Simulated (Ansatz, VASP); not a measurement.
**One calculation of As, two programs**

INCAR

```
SYSTEM = As
ALGO = Normal
EDIFF = 1E-6
ENCUT = 520
GGA = PS
ISIF = 2
ISMEAR = -1
LASPH = .TRUE.
LCHARG = .TRUE.
LELF = .TRUE.
LREAL = .FALSE.
LVHAR = .TRUE.
LWAVE = .FALSE.
NBANDS = 12
NELM = 100
PREC = Accurate
SIGMA = 0.08
```

Contents of KPOINTS:

```
k-points
0
G
  14 14 8
  0 0 0
```

The input POSCAR:

```
As
1.0
    2.8261901716      0.0000000000      0.0000000000
   -1.4130950858      2.4475524845      0.0000000000
    0.0000000000      0.0000000000      4.6821138772
As
2
Direct
    0.3333333333      0.6666666667      0.2500000000
    0.6666666667      0.3333333333      0.7500000000
```

Input for Ansatz:

```yaml
crystal:
  lattice:
    - [2.8261901716, 0.0, 0.0]
    - [-1.4130950858, 2.4475524845, 0.0]
    - [0.0, 0.0, 4.6821138772]
  atoms:
    - { symbol: As, position: [0.3333333333, 0.6666666667, 0.25] }
    - { symbol: As, position: [0.6666666667, 0.3333333333, 0.75] }
kpoints:
  mp_grid: { grid: [14, 14, 8] }
scf:
  occupations: { method: fermi_dirac, width: 0.08 }
hamiltonian:
  xc: pbesol
  pseudopotentials: { kind: all_electron, lapw: { basis_error: 0.001 } }
output:
  forces: true
  stress: true
  eigenvalues: true
  populations: true
```

Change from the starting cell: volume scaled by 0.88, LAPW.

Alike in both runs: task single point; functional PBEsol; k mesh 14 × 14 × 8; occupations fermi-dirac, width 0.08 eV; no spin polarisation.

```csv
,VASP,Ansatz
version,VASP 6.6.1,Ansatz 0.2.0
potentials or method,"VASP PAW PBE potentials, release 64 (As), cutoff 520 eV","all-electron LAPW, scalar-relativistic"
```

```csv
,VASP,Ansatz,Ansatz less VASP
pressure (GPa),15.8,15.3,-0.48
```

VASP's potentials were made for PBE, not for PBEsol. Ansatz ran all-electron here, and VASP with PAW potentials.
